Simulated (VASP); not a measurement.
Crystal: CuSn3.

```
Sn Cu
1.0
    -2.23990    2.23990    4.87070
     2.23990   -2.23990    4.87070
     2.23990    2.23990   -4.87070
Sn Cu
3 1
Direct
  0.50000 0.50000 0.00000
  0.25000 0.75000 0.50000
  0.75000 0.25000 0.50000
  0.00000 0.00000 0.00000
```

| Quantity | Value |
| --- | --- |
| Program | VASP 6.6.1 |
| Task | relaxation of cell and atoms |
| Functional | PBEsol |
| Potentials or basis | VASP PAW PBE potentials, release 64 (Sn_d, Cu) |
| Cutoff | 600 eV |
| k mesh | 8 × 8 × 8 |
| Occupations | fermi-dirac, width 0.05 eV |
| Spin | no spin polarisation |

At the start: pressure -4.1 GPa; volume 24.44 Å³/atom.

Question: How do energy, volume and symmetry change on relaxing?

Answer: Over 6 steps the energy falls by 24.6 meV/atom and the volume is 22.63 Å³/atom (-7.4 %); space group I4/mmm (No. 139, to 0.1 Å) before and after.

Step by step:
```tsv
step	energy change (eV)	largest force (eV/Å)	pressure (GPa)	volume (Å³)
1	0.0000	0.0000	-4.05	97.75
2	-0.0947	0.0000	0.92	89.26
3	-0.0983	0.0000	-0.21	90.52
4	-0.0981	0.0000	0.19	90.28
5	-0.0983	0.0000	-0.13	90.61
6	-0.0983	0.0000	-0.01	90.52
```

Final structure:
```cif
data_structure
_symmetry_space_group_name_H-M 'P 1'
_symmetry_Int_Tables_number 1
_cell_length_a 5.6585
_cell_length_b 5.6585
_cell_length_c 5.6585
_cell_angle_alpha 134.573
_cell_angle_beta 134.573
_cell_angle_gamma 66.194
_cell_volume 90.52
loop_
_atom_site_label
_atom_site_type_symbol
_atom_site_fract_x
_atom_site_fract_y
_atom_site_fract_z
_atom_site_occupancy
Sn1 Sn 0.50000 0.50000 0.00000 1
Sn2 Sn 0.25000 0.75000 0.50000 1
Sn3 Sn 0.75000 0.25000 0.50000 1
Cu1 Cu 0.00000 0.00000 0.00000 1
```

Caveat: the PAW data sets were made with another functional, which shifts forces and pressure a little.
